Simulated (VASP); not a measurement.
# RbBr (Pmm2) in VASP: further runs, part 2 of 2

VASP 6.6.1. The steps go on from the part before.

### 4 Single point, PBEsol

INCAR reads:

```
SYSTEM = RbBr
ALGO = Normal
EDIFF = 1E-6
ENCUT = 520
GGA = PS
ISIF = 2
ISMEAR = 0
LASPH = .TRUE.
LCHARG = .FALSE.
LREAL = .FALSE.
LWAVE = .FALSE.
NBANDS = 15
NELM = 100
PREC = Accurate
SIGMA = 0.05
```

KPOINTS reads:

```
k-points
0
G
  6 6 6
  0 0 0
```

POSCAR reads:

```
RbBr
1.0
    3.9073620998      0.0000000000      0.0000000000
    0.0000000000      3.9073620998      0.0000000000
    0.0000000000      0.0000000000      4.0701688540
Rb Br
1 1
Direct
   -0.0396914813      0.0000000000      0.0000000000
    0.5424552411      0.5000000000      0.5000000000
```

Potentials or basis: VASP PAW PBE potentials, release 64 (Rb_sv, Br).

Started as:

```bash
cat potpaw_PBE.64/Rb_sv/POTCAR potpaw_PBE.64/Br/POTCAR > POTCAR
mpirun -np 1 vasp_std > vasp.out
```

OUTCAR:

```text
SYSTEM = RbBr
   EDIFF = 1E-6
   ENCUT = 520
   GGA = PS
   ISIF = 2
   ISMEAR = 0
   LASPH = .TRUE.
   LREAL = .FALSE.
   NELM = 100
   PREC = Accurate

 ion  position               nearest neighbor table
   1  0.960  0.000  0.000-   2 3.26   2 3.26   2 3.26   2 3.26   2 3.62   2 3.62   2 3.62   2 3.62

   2  0.542  0.500  0.500-   1 3.26   1 3.26   1 3.26   1 3.26   1 3.62   1 3.62   1 3.62   1 3.62

  LATTYP: Found a simple tetragonal cell.
 ALAT       =     3.9073620998
 C/A-ratio  =     1.0416666667

  Lattice vectors:

 A1 = (   3.9073620998,   0.0000000000,   0.0000000000)
 A2 = (   0.0000000000,   3.9073620998,   0.0000000000)
 A3 = (   0.0000000000,   0.0000000000,   4.0701688540)

Analysis of symmetry for initial positions (statically):
=====================================================================
 Subroutine PRICEL returns:
 Original cell was already a primitive cell.

 Routine SETGRP: Setting up the symmetry group for a
 simple tetragonal supercell.

 Subroutine GETGRP returns: Found  4 space group operations
 (whereof  4 operations were pure point group operations)
 out of a pool of 16 trial point group operations.

The static configuration has the point symmetry C_2v.

[... 169 lines left out ...]
  band No.  band energies     occupation
      1     -24.9989      2.00000
      2     -13.0210      2.00000
      3      -9.0184      2.00000
      4      -8.9570      2.00000
      5      -8.9341      2.00000
      6      -0.4440      2.00000
      7      -0.2905      2.00000
      8      -0.2216      2.00000
      9       4.1784      0.00000
     10       5.0625      0.00000
     11       5.4906      0.00000
     12       9.8628      0.00000
     13      10.0932      0.00000
     14      10.4800      0.00000
[... 401 lines left out ...]
      2     -12.9920      2.00000
      3      -9.0849      2.00000
      4      -9.0679      2.00000
      5      -8.9021      2.00000
      6      -1.0653      2.00000
      7      -0.7279      2.00000
      8      -0.6625      2.00000
      9       5.9053      0.00000
     10       6.4194      0.00000
     11       6.6272      0.00000
     12       8.8954      0.00000
     13       9.1658      0.00000
     14      10.1084      0.00000
     15      12.1253      0.00000

 [... further k-points ...]
[... 5 lines left out ...]
  --------------------------------------------------------------------------------------
  -------------------------------------------------------------------------------------
  Total        1.0237784      1.2539735      0.7727068      0.0000000      0.0000000      0.0000000
  in kB       26.3959197     32.3310037     19.9225785      0.0000000      0.0000000      0.0000000
  external PRESSURE =      26.2165007 kB  Pullay stress =       0.0000000 kB

 VOLUME and BASIS-vectors are now :
 -----------------------------------------------------------------------------
  energy-cutoff  :      520.00
  volume of cell :       62.14
      direct lattice vectors                 reciprocal lattice vectors
     3.907362100  0.000000000  0.000000000     0.255927138  0.000000000  0.000000000
     0.000000000  3.907362100  0.000000000     0.000000000  0.255927138  0.000000000
     0.000000000  0.000000000  4.070168854     0.000000000  0.000000000  0.245690053

 POSITION                                       TOTAL-FORCE (eV/Angst)
 -----------------------------------------------------------------------------------
      3.75227      0.00000      0.00000         0.437475      0.000000      0.000000
      2.11957      1.95368      2.03508        -0.437475      0.000000      0.000000
 -----------------------------------------------------------------------------------
    total drift:                                0.000166      0.000000     -0.000000

  FREE ENERGIE OF THE ION-ELECTRON SYSTEM (eV)
  ---------------------------------------------------
  free  energy   TOTEN  =        -6.1942258760 eV

  energy  without entropy=       -6.1942258760  energy(sigma->0) =       -6.19422588
```

stdout:

```text
POSCAR found type information on POSCAR RbBr
 POSCAR found :  2 types and       2 ions
 scaLAPACK will be used
 -----------------------------------------------------------------------------
|                                                                             |
|                                                                             |
|     You enforced a specific xc type in the INCAR file but a different       |
|     I HOPE YOU KNOW WHAT YOU ARE DOING!                                     |
|                                                                             |
 -----------------------------------------------------------------------------

 LDA part: xc-table for (Slater+PW92), standard interpolation
 POSCAR, INCAR and KPOINTS ok, starting setup
 FFT: planning ... GRIDC
 FFT: planning ... GRID_SOFT
 FFT: planning ... GRID
 WAVECAR not read
 entering main loop
```

Run time: 19 s. Hardware: 1 thread of Intel Xeon 6975P-C (Granite Rapids), shared host; peak memory 0.2 GiB.

Results:

```yaml
Free_energy: -6.1942 eV
Pressure: 2.6 GPa
Largest_force: 0.437 eV/Å
Band_gap_on_the_k_mesh: 4.26 eV, indirect (least direct gap 4.40 eV)
```

Forces in eV/Å, atoms in the order of the input:
```
Rb   0.437  0.000  0.000
Br  -0.437  0.000  0.000
```

Levels at points of the mesh, in eV from the valence-band top:
```
           k point  band 6  band 7  band 8  band 9  band 10  band 11
(0.00, 0.00, 0.00)   -0.36   -0.21   -0.14    4.26     5.14     5.57
(0.50, 0.00, 0.00)   -2.17   -0.52   -0.23    6.55     7.55     8.36
(0.00, 0.50, 0.00)   -2.16   -0.58   -0.18    6.60     7.37     8.10
(0.50, 0.50, 0.00)   -1.30   -1.28   -0.25    5.23     5.92     7.64
(0.00, 0.00, 0.50)   -2.12   -0.35   -0.24    6.54     7.27     7.85
(0.50, 0.00, 0.50)   -1.32   -1.22   -0.04    5.16     6.26     8.01
(0.00, 0.50, 0.50)   -1.29   -1.17    0.00    5.19     6.43     8.05
(0.50, 0.50, 0.50)   -1.76   -1.73   -1.65    7.95     8.04     8.65
```

Caveat: the PAW data sets were made with another functional, which shifts forces and pressure a little. A k mesh can miss the band edges.

### 5 Single point, PBEsol

INCAR reads:

```
  PREC = Accurate
  ENCUT = 520
  EDIFF = 1E-6
  ISMEAR = 0
  SIGMA = 0.05
  LREAL = F
  LASPH = T
  NELM = 100
  ALGO = Normal
  ISIF = 2
  LWAVE = F
  LCHARG = F
  GGA = PS
  NBANDS = 15
```

KPOINTS reads:

```
regular mesh
0
Gamma
  6 6 6
```

POSCAR reads:

```
RbBr
1.0
    3.9073620998      0.0000000000      0.0000000000
    0.0000000000      3.9073620998      0.0000000000
    0.0000000000      0.0000000000      4.0701688540
Rb Br
1 1
Direct
   -0.0793829626      0.0000000000      0.0000000000
    0.5849104822      0.5000000000      0.5000000000
```

Potentials or basis: VASP PAW PBE potentials, release 64 (Rb_sv, Br).

Started as:

```bash
cat potpaw_PBE.64/Rb_sv/POTCAR potpaw_PBE.64/Br/POTCAR > POTCAR
mpirun -np 1 vasp_std > vasp.out
```

OUTCAR:

```text
PREC = Accurate
   ENCUT = 520
   EDIFF = 1E-6
   ISMEAR = 0
   LREAL = F
   LASPH = T
   NELM = 100
   ISIF = 2
   GGA = PS

 ion  position               nearest neighbor table
   1  0.921  0.000  0.000-   2 3.11   2 3.11   2 3.11   2 3.11   2 3.83   2 3.83   2 3.83   2 3.83

   2  0.585  0.500  0.500-   1 3.11   1 3.11   1 3.11   1 3.11   1 3.83   1 3.83   1 3.83   1 3.83

  LATTYP: Found a simple tetragonal cell.
 ALAT       =     3.9073620998
 C/A-ratio  =     1.0416666667

  Lattice vectors:

 A1 = (   3.9073620998,   0.0000000000,   0.0000000000)
 A2 = (   0.0000000000,   3.9073620998,   0.0000000000)
 A3 = (   0.0000000000,   0.0000000000,   4.0701688540)

Analysis of symmetry for initial positions (statically):
=====================================================================
 Subroutine PRICEL returns:
 Original cell was already a primitive cell.

 Routine SETGRP: Setting up the symmetry group for a
 simple tetragonal supercell.

 Subroutine GETGRP returns: Found  4 space group operations
 (whereof  4 operations were pure point group operations)
 out of a pool of 16 trial point group operations.

The static configuration has the point symmetry C_2v.

Analysis of symmetry for dynamics (positions and initial velocities):
=====================================================================
 Subroutine PRICEL returns:
 Original cell was already a primitive cell.

 Routine SETGRP: Setting up the symmetry group for a
 simple tetragonal supercell.

 Subroutine GETGRP returns: Found  4 space group operations
 (whereof  4 operations were pure point group operations)
 out of a pool of 16 trial point group operations.

The dynamic configuration has the point symmetry C_2v.

 Subroutine INISYM returns: Found  4 space group operations
 (whereof  4 operations are pure point group operations),
 and found     1 'primitive' translations

----------------------------------------------------------------------------------------

                                     Primitive cell

  volume of cell :      62.1412

  direct lattice vectors                    reciprocal lattice vectors
     3.907362100  0.000000000  0.000000000     0.255927138  0.000000000  0.000000000
     0.000000000  3.907362100  0.000000000     0.000000000  0.255927138  0.000000000
     0.000000000  0.000000000  4.070168854     0.000000000  0.000000000  0.245690053

  length of vectors
     3.907362100  3.907362100  4.070168854     0.255927138  0.255927138  0.245690053

  position of ions in fractional coordinates (direct lattice)
     0.920617037  0.000000000  0.000000000
     0.584910482  0.500000000  0.500000000

  ion indices of the primitive-cell ions
   primitive index   ion index
                 1           1
                 2           2

----------------------------------------------------------------------------------------

 KPOINTS: regular mesh

Automatic generation of k-mesh.
 Grid dimensions read from file:
 generate k-points for:    6    6    6

 Generating k-lattice:

  Cartesian coordinates                     Fractional coordinates (reciprocal lattice)
     0.042654523  0.000000000  0.000000000     0.166666667  0.000000000  0.000000000
     0.000000000  0.042654523  0.000000000     0.000000000  0.166666667  0.000000000
     0.000000000  0.000000000  0.040948342     0.000000000  0.000000000  0.166666667

  Length of vectors
     0.042654523  0.042654523  0.040948342

  Shift w.r.t. Gamma in fractional coordinates (k-lattice)
     0.000000000  0.000000000  0.000000000

 Subroutine IBZKPT returns following result:
 ===========================================

 Found     64 irreducible k-points:

 Following reciprocal coordinates:
            Coordinates               Weight
  0.000000  0.000000  0.000000      1.000000
  0.166667  0.000000  0.000000      2.000000
  0.000000  0.166667  0.000000      2.000000
  0.333333  0.000000  0.000000      2.000000
  0.000000  0.333333  0.000000      2.000000
  0.500000  0.000000  0.000000      1.000000
[... 16 lines left out ...]
  0.000000  0.500000  0.166667      2.000000
  0.166667  0.166667  0.166667      8.000000
 [... further k-points ...]
   k-points           NKPTS =     64   k-points in BZ     NKDIM =     64   number of bands    NBANDS=     15
   number of dos      NEDOS =    301   number of ions     NIONS =      2
   total plane-waves  NPLWV =  27000
   dimension x,y,z NGX =    30 NGY =   30 NGZ =   30
   dimension x,y,z NGXF=    60 NGYF=   60 NGZF=   60
   ions per type =               1   1
   NGX,Y,Z   is equivalent  to a cutoff of  12.76, 12.76, 12.25 a.u.
   NGXF,Y,Z  is equivalent  to a cutoff of  25.53, 25.53, 24.51 a.u.
 SYSTEM =  unknown system
   PREC   = accura    normal or accurate (medium, high low for compatibility)
   ISTART =      0    job   : 0-new  1-cont  2-samecut
   ICHARG =      2    charge: 1-file 2-atom 10-const
   ISPIN  =      1    spin polarized calculation?
   LNONCOLLINEAR =      F non collinear calculations
   LSORBIT =      F    spin-orbit coupling
   LASPH  =      T    aspherical Exc in radial PAW
   ENCUT  =  520.0 eV  38.22 Ry    6.18 a.u.   7.27  7.27  7.57*2*pi/ulx,y,z
   NELM   =    100;   NELMIN=  2; NELMDL= -5     # of ELM steps
   EDIFF  = 0.1E-05   stopping-criterion for ELM
   LREAL  =      F    real-space projection
   EDIFFG = 0.1E-04   stopping-criterion for IOM
   NSW    =      0    number of steps for IOM
   IBRION =     -1    ionic relax: 0-MD 1-quasi-New 2-CG
   NFREE  =      0    steps in history (QN), initial steepest desc. (CG)
   ISIF   =      2    stress and relaxation
   ISYM   =      2    0-nonsym 1-usesym 2-fastsym
   POTIM  = 0.5000    time-step for ionic-motion
   TEBEG  =    0.0;   TEEND  =   0.0 temperature during run
   PSTRESS=    0.0 pullay stress
   NELECT =      16.0000    total number of electrons
   NUPDOWN=      -1.0000    fix difference up-down
   EMIN   =  10.00;   EMAX   =-10.00  energy-range for DOS
   EFERMI =   0.00;   METHOD = LEGACY
   ISMEAR =     0;   SIGMA  =   0.05  broadening in eV -4-tet -1-fermi 0-gaus
   EFERMI_NEDOS =   21; number of points for ismear=-14 and -15
   IALGO  =     38    algorithm
   IMIX   =      4    mixing-type and parameters
     AMIX     =   0.40;   BMIX     =  1.00
     AMIX_MAG =   1.60;   BMIX_MAG =  1.00
  volume/ion in A,a.u.               =      31.07       209.67
  Fermi-wavevector in a.u.,A,eV,Ry     =   1.041490  1.968130 14.758246  1.084700
  Thomas-Fermi vector in A             =   2.176113
   LORBIT       =      0    0 simple, 1 ext, 2 COOP (PROOUT), +10 PAW based schemes
   GGA     = PS    functional components
   LHFCALC =     F    Hartree Fock is set to
   AEXX    =    0.0000 exact exchange contribution
   IVDW    =     0    specifies the selected vdW correction
   LEPSILON=     F    determine dielectric tensor
   LRPA    =     F    only Hartree local field effects (RPA)
 non-spin polarized calculation
 Gauss-broadening in eV      SIGMA  =   0.05
  energy-cutoff  :      520.00
  volume of cell :       62.14
 maximum number of plane-waves:      1693
 NGX is ok and might be reduce to    30
   NGX = 15   NGY = 15   NGZ = 15

 number of electron      16.0000002 magnetization

 Free energy of the ion-electron system (eV)
  ---------------------------------------------------
  ext. energy  EPLUGINS =         0.00000000
  ---------------------------------------------------
  free energy    TOTEN  =        -5.98317980 eV

  energy without entropy =       -5.98317980  energy(sigma->0) =       -5.98317980

 E-fermi :   0.1090     XC(G=0):  -8.5938

 val. band max:       -0.1108903780   @ k =   0.0000   0.5000   0.3333
 cond. band min:       4.1365466119   @ k =   0.0000   0.0000   0.0000
 fundamental gap:      4.2474369899
 Fermi energy:         0.1090033539

 k-point     1 :       0.0000    0.0000    0.0000
  band No.  band energies     occupation
      1     -24.9340      2.00000
      2     -13.0815      2.00000
      3      -8.9994      2.00000
      4      -8.9285      2.00000
      5      -8.8474      2.00000
      6      -0.4665      2.00000
      7      -0.4558      2.00000
      8      -0.2493      2.00000
      9       4.1365      0.00000
     10       4.9475      0.00000
     11       6.3006      0.00000
     12       9.5893      0.00000
     13      10.4258      0.00000
     14      10.7903      0.00000
[... 401 lines left out ...]
      2     -13.0743      2.00000
      3      -9.0715      2.00000
      4      -9.0326      2.00000
      5      -8.7997      2.00000
      6      -1.1073      2.00000
      7      -0.7492      2.00000
      8      -0.6789      2.00000
      9       5.7474      0.00000
     10       6.3178      0.00000
     11       6.9878      0.00000
     12       8.7755      0.00000
     13       9.2117      0.00000
     14      10.2731      0.00000
     15      11.7156      0.00000

 [... further k-points ...]
[... 5 lines left out ...]
  --------------------------------------------------------------------------------------
  -------------------------------------------------------------------------------------
  Total        1.3033197      2.3574591      1.9858699      0.0000000      0.0000000      0.0000000
  in kB       33.6032897     60.7820020     51.2013745      0.0000000      0.0000000      0.0000000
  external PRESSURE =      48.5288887 kB  Pullay stress =       0.0000000 kB

 VOLUME and BASIS-vectors are now :
 -----------------------------------------------------------------------------
  energy-cutoff  :      520.00
  volume of cell :       62.14
      direct lattice vectors                 reciprocal lattice vectors
     3.907362100  0.000000000  0.000000000     0.255927138  0.000000000  0.000000000
     0.000000000  3.907362100  0.000000000     0.000000000  0.255927138  0.000000000
     0.000000000  0.000000000  4.070168854     0.000000000  0.000000000  0.245690053

 POSITION                                       TOTAL-FORCE (eV/Angst)
 -----------------------------------------------------------------------------------
      3.59718      0.00000      0.00000         0.872652      0.000000      0.000000
      2.28546      1.95368      2.03508        -0.872652      0.000000      0.000000
 -----------------------------------------------------------------------------------
    total drift:                                0.000129      0.000000      0.000000

  FREE ENERGIE OF THE ION-ELECTRON SYSTEM (eV)
  ---------------------------------------------------
  free  energy   TOTEN  =        -5.9831798005 eV

  energy  without entropy=       -5.9831798005  energy(sigma->0) =       -5.98317980
```

OSZICAR:

```text
N       E                     dE             d eps       ncg     rms          rms(c)
DAV:   1     0.762416609783E+02    0.76242E+02   -0.67970E+03  1920   0.932E+02
DAV:   2    -0.112200880463E+01   -0.77364E+02   -0.72119E+02  2680   0.170E+02
DAV:   3    -0.607602430036E+01   -0.49540E+01   -0.49342E+01  2834   0.428E+01
DAV:   4    -0.620817982469E+01   -0.13216E+00   -0.13214E+00  2643   0.574E+00
DAV:   5    -0.620931875489E+01   -0.11389E-02   -0.11389E-02  2832   0.484E-01    0.445E+00
DAV:   6    -0.601073532218E+01    0.19858E+00   -0.18500E-01  2417   0.257E+00    0.303E+00
DAV:   7    -0.598097490299E+01    0.29760E-01   -0.12210E-01  2620   0.209E+00    0.115E+00
DAV:   8    -0.598299544293E+01   -0.20205E-02   -0.13720E-02  2120   0.707E-01    0.103E-01
DAV:   9    -0.598304711627E+01   -0.51673E-04   -0.46115E-04  2822   0.144E-01    0.595E-02
DAV:  10    -0.598316875805E+01   -0.12164E-03   -0.20838E-04  2158   0.880E-02    0.186E-02
DAV:  11    -0.598317782066E+01   -0.90626E-05   -0.13360E-05  2923   0.250E-02    0.614E-03
DAV:  12    -0.598317970236E+01   -0.18817E-05   -0.25876E-06  2263   0.121E-02    0.236E-03
DAV:  13    -0.598317980050E+01   -0.98146E-07   -0.32759E-07  2059   0.405E-03
   1 F= -.59831798E+01 E0= -.59831798E+01  d E =-.185542E-11
```

Run time: 20 s. Hardware: 1 thread of Intel Xeon 6975P-C (Granite Rapids), shared host; peak memory 0.2 GiB.

What came out:

```yaml
Free_energy: -5.9832 eV
Pressure: 4.9 GPa
Largest_force: 0.873 eV/Å
Band_gap_on_the_k_mesh: 4.25 eV, indirect (least direct gap 4.39 eV)
```

Forces in eV/Å, atoms in the order of the input:
```
Rb   0.873  0.000  0.000
Br  -0.873  0.000  0.000
```

Stress tensor (GPa, compression positive):
```
3.36 0.00 0.00
0.00 6.08 0.00
0.00 0.00 5.12
```

Caveat: the PAW data sets were made with another functional, which shifts forces and pressure a little.
